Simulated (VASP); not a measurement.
Wanted: the native input for a VASP 6.6.1 run.

```
Task                   : single point
Functional             : PBEsol
Potentials or basis    : VASP PAW PBE potentials, release 64 (Bi_d, Te)
Cutoff                 : 520 eV
k mesh                 : 7 × 7 × 7
Occupations            : fermi-dirac, width 0.05 eV
Spin                   : no spin polarisation
Dipole correction      : no
Further INCAR settings : ALGO = Normal; EDIFF = 1e-06; NBANDS = 32
```

The structure of Bi2Te3 lies in POSCAR:

```
Bi2Te3
1.0
    2.1906778623      1.2647884535     10.1003130746
   -2.1906778623      1.2647884535     10.1003130746
    0.0000000000     -2.5295769070     10.1003130746
Bi Te
2 3
Direct
    0.6001292315      0.6001292315      0.6001292315
    0.3998707685      0.3998707685      0.3998707685
    0.7900964948      0.7900964948      0.7900964948
    0.2099035052      0.2099035052      0.2099035052
    0.0000000000      0.0000000000      0.0000000000
```

These files were run (other wordings do the same):

INCAR

```
SYSTEM = Bi2Te3
PREC = Accurate ; ENCUT = 520
EDIFF = 1E-6 ; ISMEAR = -1
SIGMA = 0.05 ; LREAL = .False.
LASPH = .True. ; NELM = 100
ALGO = Normal ; ISIF = 2
LWAVE = .False. ; LCHARG = .True.
GGA = PS ; LELF = .True.
LVHAR = .True. ; NBANDS = 32
```

KPOINTS

```
Automatic mesh
0
Gamma
  7 7 7
  0 0 0
```

Potentials or basis: VASP PAW PBE potentials, release 64 (Bi_d, Te).

Run with:

```console
$ cat potpaw_PBE.64/Bi_d/POTCAR potpaw_PBE.64/Te/POTCAR > POTCAR
$ mpirun -np 1 vasp_std > vasp.out
```

Results of the run:

```json
{"Pressure": "0.0 GPa", "Largest force": "0.020 eV/Å", "Band gap on the k mesh": "0.21 eV"}
```

Caveat: the PAW data sets were made with another functional, which shifts forces and pressure a little; spin-orbit coupling is left out, which moves the levels of the heavy elements; an odd mesh through Γ misses points on the zone boundary, where band edges can lie.

Run time: 32 min on 1 thread of Intel Xeon 8259CL, with other jobs on the host, peak memory 1 GiB.
